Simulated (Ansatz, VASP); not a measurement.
# One calculation of YZnC4N4, two programs

The input INCAR:

```
ALGO = Normal
EDIFF = 1E-6
ENCUT = 910
GGA = PE
GGA_COMPAT = F
ISIF = 2
ISMEAR = 0
LASPH = T
LCHARG = F
LREAL = F
LWAVE = F
NBANDS = 40
NELM = 120
PREC = Accurate
SIGMA = 0.1
```

File KPOINTS:

```
k-points
0
Gamma
  4 4 4
```

File POSCAR:

```
YZnC4N4
1.0
    6.1008602900      0.0000000000      0.0000000000
    0.0000000000      6.1008602900      0.0000000000
    0.0000000000      0.0000000000      6.1008602900
Y Zn C N
1 1 4 4
Direct
    0.0000000000      0.0000000000      0.0000000000
    0.5000000000      0.5000000000      0.5000000000
    0.1992997100      0.1992997100      0.1992997100
    0.1992997100      0.8007002900      0.8007002900
    0.8007002900      0.1992997100      0.8007002900
    0.8007002900      0.8007002900      0.1992997100
    0.3100217700      0.3100217700      0.3100217700
    0.3100217700      0.6899782300      0.6899782300
    0.6899782300      0.3100217700      0.6899782300
    0.6899782300      0.6899782300      0.3100217700
```

Input for Ansatz:

```yaml
crystal:
  lattice:
    - [6.10086029, 0.0, 0.0]
    - [0.0, 6.10086029, 0.0]
    - [0.0, 0.0, 6.10086029]
  atoms:
    - { symbol: "Y", position: [0.0, 0.0, 0.0] }
    - { symbol: Zn, position: [0.5, 0.5, 0.5] }
    - { symbol: C, position: [0.19929971, 0.19929971, 0.19929971] }
    - { symbol: C, position: [0.19929971, 0.80070029, 0.80070029] }
    - { symbol: C, position: [0.80070029, 0.19929971, 0.80070029] }
    - { symbol: C, position: [0.80070029, 0.80070029, 0.19929971] }
    - { symbol: "N", position: [0.31002177, 0.31002177, 0.31002177] }
    - { symbol: "N", position: [0.31002177, 0.68997823, 0.68997823] }
    - { symbol: "N", position: [0.68997823, 0.31002177, 0.68997823] }
    - { symbol: "N", position: [0.68997823, 0.68997823, 0.31002177] }
basis:
  ecutwfc: 420
kpoints:
  mp_grid: { grid: [4, 4, 4] }
hamiltonian:
  xc: pbe
scf:
  occupations: { method: gaussian, width: 0.1 }
  lower_state_search: "off"
output:
  forces: true
  stress: true
  eigenvalues: true
```

Alike in both runs: task single point; functional PBE; k mesh 4 × 4 × 4; occupations gaussian, width 0.1 eV; no spin polarisation.

```csv
,VASP,Ansatz
version,VASP 6.6.1,Ansatz 0.2.0
potentials or method,"VASP PAW PBE potentials, release 64 (Y_sv, Zn, C_h, N_h), cutoff 910 eV","scalar-relativistic, plane waves, PAW"
valence electrons in the cell,59,59
```

Ansatz gave:

```
gap on the k mesh at the Fermi level (eV) : none
rms of the force components (eV/Å)        : 1.367
```

**Question.** What did VASP give for the same quantities?

**Answer.** gap on the k mesh at the Fermi level (eV): none; rms of the force components (eV/Å): 1.348.

Atom by atom the forces differ by 0.020 eV/Å (rms over components). A gap of «none» marks a metal or a gap that the smearing closes.

Noted on VASP's run: the cutoff is short for stress, so the pressure is rough.
